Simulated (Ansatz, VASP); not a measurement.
**AlN in VASP and in Ansatz**

Contents of INCAR:

```
SYSTEM = AlN
PREC     = Accurate       ! precision mode
ENCUT    = 520            ! plane-wave cutoff, eV
EDIFF    = 1E-6           ! SCF threshold, eV
ISMEAR   = 0              ! smearing method
SIGMA    = 0.05           ! smearing width, eV
LREAL    = .False.        ! projectors in reciprocal space
LASPH    = .True.         ! aspherical terms in the spheres
NELM     = 60             ! most SCF steps
ALGO     = Normal         ! electronic algorithm
ISIF     = 2              ! what is computed and relaxed
LWAVE    = .False.        ! write WAVECAR
LCHARG   = .True.         ! write CHGCAR
GGA      = PS             ! functional
LELF     = .True.         ! ELF
LVHAR    = .True.       
NBANDS   = 16             ! bands
```

File KPOINTS:

```
Automatic mesh
0
Gamma
  9 9 6
  0 0 0
```

Contents of POSCAR:

```
AlN
1.0
    3.4005000000      0.0000000000      0.0000000000
   -1.7002500000      2.9449193856      0.0000000000
    0.0000000000      0.0000000000      4.1400037194
Al N
2 2
Direct
    0.3333333333      0.6666666667      0.7500000000
    0.6666666667      0.3333333333      0.2500000000
    0.3333333333      0.6666666667      0.2500000000
    0.6666666667      0.3333333333      0.7500000000
```

Input for Ansatz:

```yaml
crystal:
  lattice:
    - [3.4005, 0.0, 0.0]
    - [-1.70025, 2.9449193856, 0.0]
    - [0.0, 0.0, 4.1400037194]
  atoms:
    - { symbol: Al, position: [0.3333333333, 0.6666666667, 0.75] }
    - { symbol: Al, position: [0.6666666667, 0.3333333333, 0.25] }
    - { symbol: "N", position: [0.3333333333, 0.6666666667, 0.25] }
    - { symbol: "N", position: [0.6666666667, 0.3333333333, 0.75] }
basis:
  ecutwfc: 520.0
kpoints:
  mp_grid: { grid: [9, 9, 6] }
hamiltonian:
  xc: pbesol
  pseudopotentials: { kind: paw, azcp: { folder: soft_1 } }
scf:
  occupations: { method: gaussian, width: 0.05 }
output:
  forces: true
  stress: true
  eigenvalues: true
  write_density: true
  write_potential: true
  elf: true
  volumetric_format: npy
```

Alike in both runs: task single point; functional PBEsol; k mesh 9 × 9 × 6; occupations gaussian, width 0.05 eV; no spin polarisation.

|  | VASP | Ansatz |
| --- | --- | --- |
| version | VASP 6.6.1 | Ansatz 0.2.0 |
| potentials or method | VASP PAW PBE potentials, release 64 (Al, N), cutoff 520 eV | scalar-relativistic, plane waves, PAW |
| valence electrons in the cell | 16 | 16 |

VASP gave:

| Property | Result |
| --- | --- |
| gap on the k mesh at the Fermi level (eV) | 3.01 |
| least direct gap on the mesh (eV) | 3.01 |
| pressure (GPa) | -11.7 |
| traceless stress, the component that is largest in VASP (GPa) | 4.03 |

Question: What did Ansatz give for the same quantities?

Answer: gap on the k mesh at the Fermi level (eV): 2.99; least direct gap on the mesh (eV): 2.99; pressure (GPa): -11.7; traceless stress, the component that is largest in VASP (GPa): 4.00.

VASP's potentials were made for PBE, not for PBEsol, and Ansatz warns of the same on its side.
